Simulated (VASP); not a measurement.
# Sb in VASP: a series of runs

Runs on Sb. Level: PBEsol. Tasks: electric field gradients.

Program: VASP 6.6.1. These are calculated values, not measurements. Logs are shortened: lines on timing, memory, paths and dates and some standing lists are left out, and cuts for length are marked.

## (1) The cell of the first run

It takes space group R-3m (No. 166, trigonal). The conventional cell has a = 4.430 Å, b = 4.430 Å, c = 11.232 Å, α = 90.00°, β = 90.00°, γ = 120.00°. Within 3.9 Å of Sb (site symmetry 3m) lie 6 Sb at 2.97 to 3.40 Å.

## (2) Electric field gradients, PBEsol (equal xx and yy strain of +3 %)

The input, INCAR:

```
SYSTEM = Sb
PREC = Accurate
ENCUT = 520
EDIFF = 1E-8
ISMEAR = -1
SIGMA = 0.05
LREAL = .FALSE.
LASPH = .TRUE.
NELM = 60
ALGO = Normal
ISIF = 2
LWAVE = .FALSE.
LCHARG = .FALSE.
GGA = PS
LEFG = .TRUE.
NBANDS = 12
```

The input, KPOINTS:

```
Automatic mesh
0
G
  9 9 9
  0 0 0
```

The input, POSCAR:

```
Sb
1.0
    2.2151183420      1.2788991710      3.7440000000
   -2.2151183420      1.2788991710      3.7440000000
    0.0000000000     -2.5577983419      3.7440000000
Sb
2
Direct
    0.2336400000      0.2336400000      0.2336400000
    0.7663600000      0.7663600000      0.7663600000
```

Potentials or basis: VASP PAW PBE potentials, release 64 (Sb).

Launch:

```sh
cat potpaw_PBE.64/Sb/POTCAR > POTCAR
mpirun -np 1 vasp_std > vasp.out
```

OUTCAR:

```text
SYSTEM = Sb
   PREC = Accurate
   ENCUT = 520
   EDIFF = 1E-8
   ISMEAR = -1
   LREAL = .FALSE.
   LASPH = .TRUE.
   NELM = 60
   ISIF = 2
   GGA = PS

 ion  position               nearest neighbor table
   1  0.234  0.234  0.234-   2 2.97   2 2.97   2 2.97   2 3.40   2 3.40   2 3.40
   2  0.766  0.766  0.766-   1 2.97   1 2.97   1 2.97   1 3.40   1 3.40   1 3.40

  LATTYP: Found a trigonal (rhomboedric) cell.
 ALAT       =     4.5342991034
 COS(alpha) =     0.5226867037

  Lattice vectors:

 A1 = (   2.2151183420,   1.2788991710,   3.7440000000)
 A2 = (  -2.2151183420,   1.2788991710,   3.7440000000)
 A3 = (   0.0000000000,  -2.5577983419,   3.7440000000)

Analysis of symmetry for initial positions (statically):
=====================================================================
 Subroutine PRICEL returns:
 Original cell was already a primitive cell.

 Routine SETGRP: Setting up the symmetry group for a
 trigonal (rhombohedral) supercell.

 Subroutine GETGRP returns: Found 12 space group operations
 (whereof 12 operations were pure point group operations)
 out of a pool of 12 trial point group operations.

The static configuration has the point symmetry D_3d.

Analysis of symmetry for dynamics (positions and initial velocities):
=====================================================================
 Subroutine PRICEL returns:
 Original cell was already a primitive cell.

 Routine SETGRP: Setting up the symmetry group for a
 trigonal (rhombohedral) supercell.

 Subroutine GETGRP returns: Found 12 space group operations
 (whereof 12 operations were pure point group operations)
 out of a pool of 12 trial point group operations.

The dynamic configuration has the point symmetry D_3d.

 Subroutine INISYM returns: Found 12 space group operations
 (whereof 12 operations are pure point group operations),
 and found     1 'primitive' translations

----------------------------------------------------------------------------------------

                                     Primitive cell

  volume of cell :      63.6386

  direct lattice vectors                    reciprocal lattice vectors
[... 130 lines left out ...]
  ---------------------------------------------------
  free energy    TOTEN  =        -9.08769212 eV

  energy without entropy =       -9.08660650  energy(sigma->0) =       -9.08714931

 E-fermi :   6.3848     XC(G=0):  -9.4494

 val. band max:        6.2881106975   @ k =   0.3333   0.1111   0.1111
 cond. band min:       6.4629216284   @ k =   0.4444  -0.0000   0.0000
 fundamental gap:      0.1748109309
 Fermi energy:         6.3847635463

 k-point     1 :       0.0000    0.0000    0.0000
  band No.  band energies     occupation
      1      -5.8310      2.00000
      2       1.4345      2.00000
      3       4.6957      2.00000
      4       4.6957      2.00000
      5       4.7740      2.00000
      6       8.5396      0.00000
      7       9.1215      0.00000
      8       9.1215      0.00000
      9      11.4684      0.00000
     10      11.4684      0.00000
     11      11.7712      0.00000
     12      13.0664      0.00000
[... 331 lines left out ...]
 k-point    24 :       0.4444    0.4444    0.0000
  band No.  band energies     occupation
      1      -3.7734      2.00000
      2      -1.3500      2.00000
      3       1.4870      2.00000
      4       2.9859      2.00000
      5       3.1120      2.00000
      6       8.1451      0.00000
      7      11.1353      0.00000
      8      11.6276      0.00000
      9      12.5960      0.00000
     10      14.9714      0.00000
     11      15.8635      0.00000
     12      17.2126      0.00000

 [... further k-points ...]
[... 5 lines left out ...]
  --------------------------------------------------------------------------------------
  -------------------------------------------------------------------------------------
  Total       -1.2593572     -1.2593572     -0.7584515      0.0000000     -0.0000000      0.0000000
  in kB      -31.7058336    -31.7058336    -19.0949303      0.0000000     -0.0000000      0.0000000
  external PRESSURE =     -27.5021992 kB  Pullay stress =       0.0000000 kB

 VOLUME and BASIS-vectors are now :
 -----------------------------------------------------------------------------
  energy-cutoff  :      520.00
  volume of cell :       63.64
      direct lattice vectors                 reciprocal lattice vectors
     2.215118342  1.278899171  3.744000000     0.225721575  0.130320412  0.089031339
    -2.215118342  1.278899171  3.744000000    -0.225721575  0.130320412  0.089031339
     0.000000000 -2.557798342  3.744000000     0.000000000 -0.260640824  0.089031339

 POSITION                                       TOTAL-FORCE (eV/Angst)
 -----------------------------------------------------------------------------------
      0.00000      0.00000      2.62424         0.000000     -0.000000     -0.041423
      0.00000      0.00000      8.60776         0.000000      0.000000      0.041423
 -----------------------------------------------------------------------------------
    total drift:                                0.000000     -0.000000      0.000000

  FREE ENERGIE OF THE ION-ELECTRON SYSTEM (eV)
  ---------------------------------------------------
  free  energy   TOTEN  =        -9.0876921238 eV

  energy  without entropy=       -9.0866065028  energy(sigma->0) =       -9.08714931

 Electric field gradients (V/A^2)
---------------------------------------------------------------------
 ion       V_xx      V_yy      V_zz      V_xy      V_xz      V_yz
---------------------------------------------------------------------
   1      25.706    25.706   -51.412    -0.000     0.000    -0.000
   2      25.706    25.706   -51.412    -0.000     0.000    -0.000
---------------------------------------------------------------------

 Electric field gradients after diagonalization (V/A^2)
 (convention: |V_zz| > |V_xx| > |V_yy|)
----------------------------------------------------------------------
 ion       V_xx      V_yy      V_zz     asymmetry (V_yy - V_xx)/ V_zz
----------------------------------------------------------------------
   1      25.706    25.706   -51.412       0.000
   2      25.706    25.706   -51.412       0.000
----------------------------------------------------------------------

           NMR quadrupolar parameters

 Cq : quadrupolar parameter    Cq=e*Q*V_zz/h
 eta: asymmetry parameters     (V_yy - V_xx)/ V_zz
 Q  : nuclear electric quadrupole moment in mb (millibarn)
----------------------------------------------------------------------
 ion       Cq(MHz)       eta       Q (mb)
----------------------------------------------------------------------
   1      -0.124       0.000       1.000
   2      -0.124       0.000       1.000
----------------------------------------------------------------------
```

stdout:

```text
POSCAR found type information on POSCAR Sb
 POSCAR found :  1 types and       2 ions
 scaLAPACK will be used
 -----------------------------------------------------------------------------
|                                                                             |
|                                                                             |
|     You enforced a specific xc type in the INCAR file but a different       |
|     I HOPE YOU KNOW WHAT YOU ARE DOING!                                     |
|                                                                             |
 -----------------------------------------------------------------------------

 LDA part: xc-table for (Slater+PW92), standard interpolation
 POSCAR, INCAR and KPOINTS ok, starting setup
 FFT: planning ... GRIDC
 FFT: planning ... GRID_SOFT
 FFT: planning ... GRID
 WAVECAR not read
 entering main loop
ion   1

ion   2
```

It took 32 s on 1 thread of Intel Xeon Platinum 8488C (Sapphire Rapids), shared host; peak memory 0.23 GiB.

Results:

```
Free energy            : -9.0877 eV
Pressure               : -2.8 GPa
Largest force          : 0.041 eV/Å
Band gap on the k mesh : 0.17 eV, indirect (least direct gap 0.47 eV)
```

Forces in eV/Å, atoms in the order of the input:
```
Sb   0.000  0.000 -0.041
Sb   0.000  0.000  0.041
```

Stress tensor (GPa, compression positive):
```
-3.17  0.00  0.00
 0.00 -3.17  0.00
 0.00  0.00 -1.91
```

Levels at points of the mesh, in eV from the valence-band top:
```
           k point  band 1  band 2  band 3  band 4  band 5  band 6  band 7  band 8  band 9  band 10
(0.00, 0.00, 0.00)  -12.12   -4.85   -1.59   -1.59   -1.51    2.25    2.83    2.83    5.18     5.18
```

Electric field gradients, principal values (V/Å²):
```
atom   least  middle  greatest (by size)
1 Sb  25.706  25.706             -51.412
2 Sb  25.706  25.706             -51.412
```

Caveat: the cell differs from its parent crystal (equal xx and yy strain of +3 %); without QUAD_EFG the Cq values of the log hold for a quadrupole moment of 1 mb, not for the nuclei; the PAW data sets were made with another functional, which shifts forces and pressure a little; spin-orbit coupling is left out, which moves the levels of the heavy elements. A k mesh can miss the band edges.

## (3) Electric field gradients, PBEsol (equal xy, yz and zx shear strains of +1 %)

The input, INCAR:

```
PREC     = Accurate       # precision mode
ENCUT    = 520            # plane-wave cutoff, eV
EDIFF    = 1E-8           # SCF threshold, eV
ISMEAR   = -1             # smearing method
SIGMA    = 0.05           # smearing width, eV
LREAL    = False          # projectors in reciprocal space
LASPH    = True           # aspherical terms in the spheres
NELM     = 100            # most SCF steps
ALGO     = Normal         # electronic algorithm
ISIF     = 2              # what is computed and relaxed
LWAVE    = False          # write WAVECAR
LCHARG   = False          # write CHGCAR
GGA      = PS             # functional
LEFG     = True         
NBANDS   = 12             # bands
```

The input, KPOINTS:

```
Automatic mesh
0
Gamma
  9 9 9
```

The input, POSCAR:

```
Sb
1.0
    2.1755285804      1.2711226823      3.7609612501
   -2.1256720836      1.2496166789      3.7394552467
    0.0063035032     -2.4645793611      3.7315835032
Sb
2
Direct
    0.2336400000      0.2336400000      0.2336400000
    0.7663600000      0.7663600000      0.7663600000
```

Potentials or basis: VASP PAW PBE potentials, release 64 (Sb).

Launch:

```sh
cat potpaw_PBE.64/Sb/POTCAR > POTCAR
mpirun -np 1 vasp_std > vasp.out
```

OUTCAR:

```text
PREC = Accurate
   ENCUT = 520
   EDIFF = 1E-8
   ISMEAR = -1
   LREAL = False
   LASPH = True
   NELM = 100
   ISIF = 2
   GGA = PS

 ion  position               nearest neighbor table
   1  0.234  0.234  0.234-   2 2.90   2 2.90   2 2.92   2 3.33   2 3.34   2 3.36
   2  0.766  0.766  0.766-   1 2.90   1 2.90   1 2.92   1 3.33   1 3.34   1 3.36

  LATTYP: Found a triclinic cell.
 ALAT       =     4.2825966528
 B/A-ratio  =     1.0043692043
 C/A-ratio  =     1.0442294875
 COS(alpha) =     0.0028260665
 COS(beta)  =     0.4771343158
 COS(gamma) =     0.4934652004

  Lattice vectors:

 A1 = (   2.1319755868,  -3.7141960400,  -0.0078717435)
 A2 = (   4.3012006640,   0.0215060034,   0.0215060034)
 A3 = (   0.0063035032,  -2.4645793611,   3.7315835032)

Analysis of symmetry for initial positions (statically):
=====================================================================
 Subroutine PRICEL returns:
 Original cell was already a primitive cell.

 Routine SETGRP: Setting up the symmetry group for a
 triclinic supercell.

 Subroutine GETGRP returns: Found  2 space group operations
 (whereof  2 operations were pure point group operations)
 out of a pool of  2 trial point group operations.

The static configuration has the point symmetry S_2 .

Analysis of symmetry for dynamics (positions and initial velocities):
=====================================================================
 Subroutine PRICEL returns:
 Original cell was already a primitive cell.

 Routine SETGRP: Setting up the symmetry group for a
 triclinic supercell.

 Subroutine GETGRP returns: Found  2 space group operations
 (whereof  2 operations were pure point group operations)
 out of a pool of  2 trial point group operations.

The dynamic configuration has the point symmetry S_2 .

 Subroutine INISYM returns: Found  2 space group operations
 (whereof  2 operations are pure point group operations),
 and found     1 'primitive' translations

----------------------------------------------------------------------------------------

                                     Primitive cell

  volume of cell :      59.9810

  direct lattice vectors                    reciprocal lattice vectors
     2.175528580  1.271122682  3.760961250     0.231393981  0.132636998  0.087211184
    -2.125672084  1.249616679  3.739455247    -0.233615598  0.134950479  0.089524665
     0.006303503 -2.464579361  3.731583503     0.000892725 -0.268916369  0.090371457

  length of vectors
     4.526975481  4.479235336  4.472013708     0.280609227  0.284257884  0.283696688

  position of ions in fractional coordinates (direct lattice)
     0.233640000  0.233640000  0.233640000
     0.766360000  0.766360000  0.766360000

  ion indices of the primitive-cell ions
   primitive index   ion index
                 1           1
                 2           2

----------------------------------------------------------------------------------------

 KPOINTS: Automatic mesh

Automatic generation of k-mesh.
 Grid dimensions read from file:
 generate k-points for:    9    9    9
[... 83 lines left out ...]
     AMIX     =   0.40;   BMIX     =  1.00
     AMIX_MAG =   1.60;   BMIX_MAG =  1.00
  volume/ion in A,a.u.               =      29.99       202.39
  Fermi-wavevector in a.u.,A,eV,Ry     =   0.901025  1.702691 11.045845  0.811847
  Thomas-Fermi vector in A             =   2.024055
   LORBIT       =      0    0 simple, 1 ext, 2 COOP (PROOUT), +10 PAW based schemes
   GGA     = PS    functional components
   LHFCALC =     F    Hartree Fock is set to
   AEXX    =    0.0000 exact exchange contribution
   IVDW    =     0    specifies the selected vdW correction
   LEPSILON=     F    determine dielectric tensor
   LRPA    =     F    only Hartree local field effects (RPA)
 non-spin polarized calculation
  energy-cutoff  :      520.00
  volume of cell :       59.98
 maximum number of plane-waves:      1628
 NGX is ok and might be reduce to    36
   NGX = 17   NGY = 17   NGZ = 17

 number of electron      10.0000000 magnetization

 Free energy of the ion-electron system (eV)
  ---------------------------------------------------
  ext. energy  EPLUGINS =         0.00000000
  ---------------------------------------------------
  free energy    TOTEN  =        -9.11513403 eV

  energy without entropy =       -9.11334653  energy(sigma->0) =       -9.11424028

 E-fermi :   7.2062     XC(G=0):  -9.6951

 val. band max:        7.1891468250   @ k =   0.3333   0.2222   0.2222
 cond. band min:       7.2296209192   @ k =   0.0000  -0.0000   0.4444
 fundamental gap:      0.0404740943
 Fermi energy:         7.2061809031

 k-point     1 :       0.0000    0.0000    0.0000
  band No.  band energies     occupation
      1      -5.5659      2.00000
      2       2.4544      2.00000
      3       5.1562      2.00000
      4       5.3262      2.00000
      5       5.5125      2.00000
      6       9.2886      0.00000
      7       9.8661      0.00000
      8      10.0008      0.00000
      9      12.2172      0.00000
     10      12.3247      0.00000
     11      12.4504      0.00000
     12      13.6821      0.00000
[... 331 lines left out ...]
 k-point    24 :      -0.0000    0.3333    0.0000
  band No.  band energies     occupation
      1      -4.3396      2.00000
      2      -0.8076      2.00000
      3       5.2312      2.00000
      4       5.2645      2.00000
      5       6.3669      2.00000
      6       7.8194      0.00001
      7       7.9726      0.00000
      8       8.1663      0.00000
      9      12.8427      0.00000
     10      13.6220      0.00000
     11      14.1511      0.00000
     12      17.8408      0.00000

 [... further k-points ...]

------------------------ aborting loop because EDIFF is reached ----------------------------------------

  FORCE on cell =-STRESS in cart. coord.  units (eV):
  Direction    XX          YY          ZZ          XY          YZ          ZX
  --------------------------------------------------------------------------------------
  -------------------------------------------------------------------------------------
  Total        0.4148331      0.1866055      0.0883681     -0.0257532     -0.2247066     -0.1111505
  in kB       11.0807867      4.9845004      2.3604383     -0.6879042     -6.0022355     -2.9689882
  external PRESSURE =       6.1419084 kB  Pullay stress =       0.0000000 kB

 VOLUME and BASIS-vectors are now :
 -----------------------------------------------------------------------------
  energy-cutoff  :      520.00
  volume of cell :       59.98
      direct lattice vectors                 reciprocal lattice vectors
     2.175528580  1.271122682  3.760961250     0.231393981  0.132636998  0.087211184
    -2.125672084  1.249616679  3.739455247    -0.233615598  0.134950479  0.089524665
     0.006303503 -2.464579361  3.731583503     0.000892725 -0.268916369  0.090371457

 POSITION                                       TOTAL-FORCE (eV/Angst)
 -----------------------------------------------------------------------------------
      0.01312      0.01312      2.62424        -0.024865     -0.048492      0.201202
      0.04304      0.04304      8.60776         0.024865      0.048492     -0.201202
 -----------------------------------------------------------------------------------
    total drift:                                0.000000     -0.000000      0.000000

  FREE ENERGIE OF THE ION-ELECTRON SYSTEM (eV)
  ---------------------------------------------------
  free  energy   TOTEN  =        -9.1151340280 eV

  energy  without entropy=       -9.1133465280  energy(sigma->0) =       -9.11424028

 Electric field gradients (V/A^2)
---------------------------------------------------------------------
 ion       V_xx      V_yy      V_zz      V_xy      V_xz      V_yz
---------------------------------------------------------------------
   1      18.819    24.119   -42.938     2.400     4.686     7.129
   2      18.819    24.119   -42.938     2.400     4.686     7.129
---------------------------------------------------------------------

 Electric field gradients after diagonalization (V/A^2)
 (convention: |V_zz| > |V_xx| > |V_yy|)
----------------------------------------------------------------------
 ion       V_xx      V_yy      V_zz     asymmetry (V_yy - V_xx)/ V_zz
----------------------------------------------------------------------
   1      26.058    17.940   -43.997       0.185
   2      26.058    17.940   -43.997       0.185
----------------------------------------------------------------------

           NMR quadrupolar parameters

 Cq : quadrupolar parameter    Cq=e*Q*V_zz/h
 eta: asymmetry parameters     (V_yy - V_xx)/ V_zz
 Q  : nuclear electric quadrupole moment in mb (millibarn)
----------------------------------------------------------------------
 ion       Cq(MHz)       eta       Q (mb)
----------------------------------------------------------------------
   1      -0.106       0.185       1.000
   2      -0.106       0.185       1.000
----------------------------------------------------------------------
```

Wall time 2.9 min (1 thread of AMD EPYC 9R45 (Zen 5), shared host); peak memory 0.33 GiB.

Results:

| Item | Value |
| --- | --- |
| Free energy | -9.1151 eV |
| Pressure | 0.6 GPa |
| Largest force | 0.208 eV/Å |
| Band gap on the k mesh | zero (band 5 reaches 7.19 eV, above the bottom of band 6 at 7.17 eV) |

Forces in eV/Å, atoms in the order of the input:
```
Sb  -0.025 -0.048  0.201
Sb   0.025  0.048 -0.201
```

Stress tensor (GPa, compression positive):
```
 1.11 -0.07 -0.30
-0.07  0.50 -0.60
-0.30 -0.60  0.24
```

Electric field gradients, principal values (V/Å²):
| atom | least | middle | greatest (by size) |
| --- | --- | --- | --- |
| 1 Sb | 17.940 | 26.058 | -43.997 |
| 2 Sb | 17.940 | 26.058 | -43.997 |

Caveat: the cell differs from its parent crystal (equal xy, yz and zx shear strains of +1 %); without QUAD_EFG the Cq values of the log hold for a quadrupole moment of 1 mb, not for the nuclei; the PAW data sets were made with another functional, which shifts forces and pressure a little; spin-orbit coupling is left out, which moves the levels of the heavy elements.

[end of part 1 of 3]
